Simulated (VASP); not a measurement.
Set up this calculation in VASP 6.6.1, as the native input.

```
Task                   : single point
Functional             : PBE
Potentials or basis    : VASP PAW PBE potentials, release 64 (Rh_pv)
Cutoff                 : 520 eV
k mesh                 : 16 × 16 × 9
Occupations            : fermi-dirac, width 0.1 eV
Spin                   : no spin polarisation
Dipole correction      : no
Further INCAR settings : ALGO = Normal; EDIFF = 1e-07; NBANDS = 22
```

The structure of Rh lies in POSCAR:

```
Rh
1.0
    2.7530741485      0.0000000000      0.0000000000
   -1.3765370743      2.3842321511      0.0000000000
    0.0000000000      0.0000000000      4.4297629707
Rh
2
Direct
    0.3333333333      0.6666666667      0.2500000000
    0.6666666667      0.3333333333      0.7500000000
```

These files were run (other wordings do the same):

INCAR

```
SYSTEM = Rh
ALGO = Normal
EDIFF = 1E-7
ENCUT = 520
GGA = PE
ISIF = 2
ISMEAR = -1
LASPH = .True.
LCHARG = .False.
LREAL = .False.
LWAVE = .False.
NBANDS = 22
NELM = 80
PREC = Accurate
SIGMA = 0.1
```

KPOINTS

```
k-points
0
Gamma
  16 16 9
  0 0 0
```

Potentials or basis: VASP PAW PBE potentials, release 64 (Rh_pv).

Launch:

```sh
$ cat potpaw_PBE.64/Rh_pv/POTCAR > POTCAR
$ mpirun -np 1 vasp_std > vasp.out
```

It gave:

* Pressure: -6.7 GPa
* Band gap on the k mesh: zero (band 15 reaches 11.58 eV, above the bottom of band 16 at 9.45 eV)

Wall time 78 s on 1 thread of AMD EPYC 7R43 64-Core Processor (Zen 3), on a shared host, peak memory 0.15 GiB.
